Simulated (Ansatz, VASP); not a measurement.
## One calculation of Al2Cu, two programs

File INCAR:

```
SYSTEM = Al2Cu
PREC = Accurate ; ENCUT = 520
EDIFF = 1E-7 ; ISMEAR = 0
SIGMA = 0.15 ; LREAL = .False.
LASPH = .True. ; NELM = 80
ALGO = Fast ; ISIF = 2
LWAVE = .False. ; LCHARG = .False.
GGA = PE ; NBANDS = 16
```

File KPOINTS:

```
regular mesh
0
Gamma
  14 14 14
  0 0 0
```

The input POSCAR:

```
Al2Cu
1.0
   -2.0446004822      2.0446004822      2.8914013846
    2.0446004822     -2.0446004822      2.8914013846
    2.0446004822      2.0446004822     -2.8914013846
Al Cu
2 1
Direct
    0.7435500644      0.2435500644      0.4871001288
    0.2435500644      0.7435500644      0.4871001288
    0.5054772664      0.5054772664      0.0109545328
```

Input for Ansatz:

```yaml
crystal:
  lattice:
    - [-2.0446004822, 2.0446004822, 2.8914013846]
    - [2.0446004822, -2.0446004822, 2.8914013846]
    - [2.0446004822, 2.0446004822, -2.8914013846]
  atoms:
    - { symbol: Al, position: [0.7435500644, 0.2435500644, 0.4871001288] }
    - { symbol: Al, position: [0.2435500644, 0.7435500644, 0.4871001288] }
    - { symbol: Cu, position: [0.5054772664, 0.5054772664, 0.0109545328] }
basis:
  ecutwfc: 520.0
kpoints:
  mp_grid: { grid: [14, 14, 14] }
hamiltonian:
  xc: pbe
  pseudopotentials: { kind: paw, azcp: { folder: soft_1 } }
scf:
  occupations: { method: gaussian, width: 0.15 }
output:
  forces: true
  stress: true
  eigenvalues: true
```

Change from the starting cell: mode 4 frozen in at -0.037 Å and mode 5 at +0.000 Å (largest displacements).

Alike in both runs: task single point; functional PBE; k mesh 14 × 14 × 14; occupations gaussian, width 0.15 eV; no spin polarisation.

|  | VASP | Ansatz |
| --- | --- | --- |
| version | VASP 6.6.1 | Ansatz 0.2.0 |
| potentials or method | VASP PAW PBE potentials, release 64 (Al, Cu), cutoff 520 eV | scalar-relativistic, plane waves, PAW |
| valence electrons in the cell | 17 | 25 |

VASP gave:

```
gap on the k mesh at the Fermi level (eV)                     : none
pressure (GPa)                                                : 0.3
traceless stress, the component that is largest in VASP (GPa) : -0.08
rms of the force components (eV/Å)                            : 0.197
```

Q: Estimate Ansatz's values.

A: gap on the k mesh at the Fermi level (eV): none; pressure (GPa): 0.2; traceless stress, the component that is largest in VASP (GPa): -0.08; rms of the force components (eV/Å): 0.197.

Atom by atom the forces differ by 0.000 eV/Å (rms over components). A gap of «none» marks a metal or a gap that the smearing closes. The functional is the same, so the differences come from potentials, cutoffs and numerics. VASP's potentials hold 17 valence electrons a cell and Ansatz's 25, so a difference there can come from the potentials and not from the codes. Ansatz's warnings: near symmetry operations not taken.
